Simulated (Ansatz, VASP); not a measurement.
## Na3Be in VASP and in Ansatz

```
Na Be
1.0
    -2.51207    2.51207    4.04988
     2.51207   -2.51207    4.04988
     2.51207    2.51207   -4.04988
Na Be
3 1
Direct
  0.50000 0.50000 0.00000
  0.25000 0.75000 0.50000
  0.75000 0.25000 0.50000
  0.00000 0.00000 0.00000
```

Alike in both runs: functional PBE; k mesh 6 × 6 × 6; occupations gaussian, width 0.1 eV; no spin polarisation.

Ansatz relaxed the structure, and its values are those at the end. VASP's run is a single point on that final structure, the one shown.

```csv
,VASP,Ansatz
version,VASP 6.6.1,Ansatz 0.2.0
potentials or method,"VASP PAW PBE potentials, release 64 (Na_pv, Be), cutoff 520 eV","scalar-relativistic, plane waves, PAW"
valence electrons in the cell,23,29
```

VASP gave:

```
gap on the k mesh at the Fermi level (eV) : none
pressure (GPa)                            : 0.2
```

Q: Estimate Ansatz's values.

A: gap on the k mesh at the Fermi level (eV): none; pressure (GPa): 0.1.

A gap of «none» marks a metal or a gap that the smearing closes. VASP's potentials hold 23 valence electrons a cell and Ansatz's 29, so a difference there can come from the potentials and not from the codes.
